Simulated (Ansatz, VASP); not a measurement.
Two plane-wave programs on SiGe3

```xyz
8
Lattice="5.6060 -0.0017 -0.0017 0.0017 -5.6060 0.0017 0.0017 0.0017 -5.6060" Properties=species:S:1:pos:R:3 pbc="T T T"
Si    0.0166   -2.7872   -2.7872
Si    1.3874   -1.4164   -1.4164
Ge    2.7873   -0.0166   -2.7880
Ge    2.7873   -2.7880   -0.0166
Ge    0.0159   -0.0166   -0.0166
Ge    4.2228   -4.1888   -1.4174
Ge    4.2228   -1.4174   -4.1888
Ge    1.3882   -4.1871   -4.1871
```

Alike in both runs: functional PBEsol; k mesh 6 × 6 × 6; occupations gaussian, width 0.01 eV; no spin polarisation.

Ansatz relaxed the structure, and its values are those at the end. VASP's run is a single point on that final structure, the one shown.

|  | VASP | Ansatz |
| --- | --- | --- |
| version | VASP 6.6.1 | Ansatz 0.2.0 |
| potentials or method | VASP PAW PBE potentials, release 64 (Si, Ge_d), cutoff 520 eV | scalar-relativistic, plane waves, PAW |
| valence electrons in the cell | 92 | 92 |

Ansatz gave:

- gap on the k mesh at the Fermi level (eV): 0.21
- least direct gap on the mesh (eV): 0.47
- pressure (GPa): 0.0

Q: What did VASP give for the same quantities?

A: gap on the k mesh at the Fermi level (eV): 0.21; least direct gap on the mesh (eV): 0.48; pressure (GPa): 0.0.

VASP's potentials were made for PBE, not for PBEsol. The functional is the same, so the differences come from potentials, cutoffs and numerics.
